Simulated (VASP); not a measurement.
Ag: single point with PBEsol

Ag:

```
Ag
1.0
     0.00000    2.02499    2.02499
     2.02499    0.00000    2.02499
     2.02499    2.02499    0.00000
Ag
1
Direct
  0.00000 0.00000 0.00000
```

```yaml
Program: VASP 6.6.1
Task: single point
Functional: PBEsol
Potentials_or_basis: VASP PAW PBE potentials, release 64 (Ag)
Cutoff: 520 eV
k_mesh: 11 × 11 × 11
Occupations: fermi-dirac, width 0.05 eV
Spin: no spin polarisation
```

```
Pressure : -0.2 GPa
```

Levels at points of the mesh, in eV from the Fermi level:
| k point | band 4 | band 5 | band 6 | band 7 | band 8 | band 9 |
| --- | --- | --- | --- | --- | --- | --- |
| (0.00, 0.00, 0.00) | -5.07 | -3.97 | -3.97 | 15.85 | 19.58 | 19.58 |

It took 5.6 s on 1 thread of AMD EPYC 9R45 96-Core Processor (Zen 5) (shared host), peak memory 0.11 GiB.

Caveat: the PAW data sets were made with another functional, which shifts forces and pressure a little.
